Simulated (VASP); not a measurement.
Wanted: the native input for a VASP 6.6.1 run.

| Property | Result |
| --- | --- |
| Task | single point |
| Functional | PBE |
| Potentials or basis | VASP PAW PBE potentials, release 64 (Mn_pv, O) |
| Cutoff | 520 eV |
| k mesh | 14 × 14 × 6 |
| Occupations | gaussian, width 0.05 eV |
| Spin | collinear spin, ferromagnetic start |
| Starting moments | [2.77, 0.0, 0.0] μB |
| Dipole correction | no |
| Further INCAR settings | ALGO = Normal; EDIFF = 1e-07; NBANDS = 24 |

The structure of MnO2 lies in POSCAR:

```
MnO2
1.0
    2.8773201039      0.0000000000      0.0000000000
   -1.4386600520      2.4918323048      0.0000000000
    0.0000000000      0.0000000000      5.5533995023
Mn O
1 2
Direct
    0.0000000000      0.0000000000      0.0000000000
    0.3333333333      0.6666666667      0.1719358323
    0.6666666667      0.3333333333      0.8280641677
```

This cell differs from its parent crystal: volume scaled by 1.020.

One way to write it, as run:

INCAR

```
ALGO = Normal ; EDIFF = 1E-7
ENCUT = 520 ; GGA = PE
ISIF = 2 ; ISMEAR = 0
ISPIN = 2 ; LASPH = True
LCHARG = False ; LMAXMIX = 4
LORBIT = 11 ; LREAL = False
LWAVE = False ; MAGMOM = 2.77 0 0
NBANDS = 24 ; NELM = 150
PREC = Accurate ; SIGMA = 0.05
```

KPOINTS

```
k-points
0
Gamma
  14 14 6
```

Potentials or basis: VASP PAW PBE potentials, release 64 (Mn_pv, O).

Run with:

```console
$ cat potpaw_PBE.64/Mn_pv/POTCAR potpaw_PBE.64/O/POTCAR > POTCAR
$ mpirun -np 1 vasp_std > vasp.out
```

Results of the run:

```
Pressure                                              : 0.8 GPa
Largest force                                         : 0.089 eV/Å
Band gap on the k mesh                                : 1.00 eV, indirect (least direct gap 1.05 eV)
Net moment                                            : 3.00 μB per cell
Site moments                                          : Mn +2.85; O +0.04 μB
Valence electrons inside the program's atomic spheres : Mn 11.70; O 4.99
```

Caveat: a cell with one magnetic atom can't hold antiferromagnetic order, which such compounds often take.

It took 89 s on 1 thread of Intel(R) Xeon(R) 6975P-C (Granite Rapids), on a shared host, peak memory 0.3 GiB.
